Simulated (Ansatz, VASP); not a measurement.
One calculation of Mg2Si, two programs

```
Si Mg
1.0
     0.00000    3.13861    3.13861
     3.13861    0.00000    3.13861
     3.13861    3.13861    0.00000
Si Mg
1 2
Direct
  0.00000 0.00000 0.00000
  0.25000 0.25000 0.25000
  0.75000 0.75000 0.75000
```

Alike in both runs: task single point; functional r2SCAN; k mesh 9 × 9 × 9; no spin polarisation.

|  | VASP | Ansatz |
| --- | --- | --- |
| version | VASP 6.6.1 | Ansatz 0.2.0 |
| potentials or method | VASP PAW PBE potentials, release 64 (Si, Mg), cutoff 660 eV | PAW plane waves |
| occupations | fermi-dirac, width 0.1 eV | fermi-dirac |
| valence electrons in the cell | 8 | 24 |

Ansatz gave:

```
pressure (GPa) : 1.8
```

Question: Which values does VASP return?

Answer: Pressure (GPa): 1.5.

VASP's potentials were made for PBE, not for r2SCAN. VASP's potentials hold 8 valence electrons a cell and Ansatz's 24, so a difference there can come from the potentials and not from the codes.
